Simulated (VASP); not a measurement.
Cu5Sb2S8 (a cell with a defect): single point with LDA

The system is Cu5Sb2S8 (a cell with a defect).

```
Cu Sb S
1.0
     5.43380    0.00000    0.00000
     0.00000    5.43380    0.00000
     0.00000    0.00000   10.86760
Cu Sb S
5 2 8
Direct
  0.00731 0.54818 0.24826
  0.42190 0.01608 0.26214
  0.99133 0.99695 0.47537
  0.00123 0.52010 0.73833
  0.54316 0.50865 0.98843
  0.95968 0.01034 0.98948
  0.58701 0.42215 0.53913
  0.30174 0.30642 0.14673
  0.83660 0.20280 0.34185
  0.15267 0.24084 0.62628
  0.21387 0.73661 0.37769
  0.74681 0.84182 0.60375
  0.22997 0.69555 0.87632
  0.67735 0.76287 0.14207
  0.73319 0.29121 0.85095
```

| Property | Result |
| --- | --- |
| Program | VASP 6.6.1 |
| Task | single point |
| Functional | LDA |
| Potentials or basis | VASP PAW LDA potentials, release 64 (Cu, Sb, S) |
| Cutoff | 520 eV |
| k mesh | 2 × 2 × 1 |
| Occupations | fermi-dirac, width 0.05 eV |
| Spin | no spin polarisation |
| Dipole correction | no |
| Charge | -1 |
| Further INCAR settings | LREAL = Auto; ALGO = Normal; EDIFF = 1e-06; NBANDS = 70; NELECT = 114.0 |

```yaml
Largest_force: 3.180 eV/Å
```

Forces on the atoms (eV/Å):
```
Cu  -0.906 -0.987 -0.974
Cu   0.706 -0.688  0.233
Cu   1.159 -0.389  1.115
Cu  -0.610  0.476 -0.078
Cu  -0.599  0.109  0.518
Sb   0.918 -0.132  0.367
Sb  -0.554  0.320 -0.452
S   -0.748  0.434 -0.793
S   -2.186  1.932 -1.266
S    1.091 -0.047 -0.770
S    2.096  0.466  0.376
S   -0.537 -1.448  1.197
S   -0.080  0.841  0.474
S    0.821 -0.608 -0.278
S   -0.571 -0.279  0.332
```

Levels at points of the mesh, in eV from the Fermi level:
| k point | band 55 | band 56 | band 57 | band 58 | band 59 | band 60 |
| --- | --- | --- | --- | --- | --- | --- |
| (0.00, 0.00, 0.00) | -0.54 | -0.28 | 0.10 | 0.22 | 0.38 | 0.71 |
| (0.50, 0.00, 0.00) | -0.55 | -0.21 | -0.14 | 0.08 | 0.44 | 1.15 |
| (0.00, 0.50, 0.00) | -0.47 | -0.41 | -0.24 | 0.02 | 0.30 | 1.40 |
| (0.50, 0.50, 0.00) | -0.46 | -0.24 | -0.09 | 0.01 | 0.11 | 1.37 |

Run time: 2.6 min on 1 thread of Intel(R) Xeon(R) Platinum 8259CL CPU @ 2.50GHz (Skylake/Cascade Lake), with other jobs on the host, peak memory 0.3 GiB.

Caveat: the k points lie up to 0.58 Å⁻¹ apart; the cell carries a net charge on a neutralising background, which shifts energy and pressure; the cell is charged against a uniform background, so pressure and absolute levels hang on convention; spin-orbit coupling is left out, which moves the levels of the heavy elements.
